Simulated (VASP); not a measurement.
Here is a VASP 6.6.1 calculation.

The input INCAR:

```
SYSTEM = CdSb2O2
PREC = Accurate
ENCUT = 520
EDIFF = 1E-6
ISMEAR = 0
SIGMA = 0.1
LREAL = .False.
LASPH = .True.
NELM = 100
ALGO = Normal
ISIF = 2
LWAVE = .False.
LCHARG = .False.
GGA = PE
NBANDS = 25
```

KPOINTS

```
Automatic mesh
0
Gamma
  12 12 6
  0 0 0
```

POSCAR

```
CdSb2O2
1.0
    3.9143880207      0.0000000000      0.0000000000
   -1.9571940104      3.3899594662      0.0000000000
    0.0000000000      0.0000000000      7.6365570499
Cd Sb O
1 2 2
Direct
    0.0000000000      0.0000000000      0.0000000000
    0.6666666667      0.3333333333      0.3132541896
    0.3333333333      0.6666666667      0.6867458104
    0.6666666667      0.3333333333      0.5918025418
    0.3333333333      0.6666666667      0.4081974582
```

Potentials or basis: VASP PAW PBE potentials, release 64 (Cd, Sb, O).

Run with:

```bash
$ cat potpaw_PBE.64/Cd/POTCAR potpaw_PBE.64/Sb/POTCAR potpaw_PBE.64/O/POTCAR > POTCAR
$ mpirun -np 1 vasp_std > vasp.out
```

(1) What does it give for the band gap on the k mesh?

(2) Predict the pressure.

(3) Estimate the largest force.

Results:

(1) zero (bands 17 and 18 overlap by 1.30 eV).

(2) -0.4 GPa.

(3) 0.052 eV/Å.

Caveat: spin-orbit coupling is left out, which moves the levels of the heavy elements.
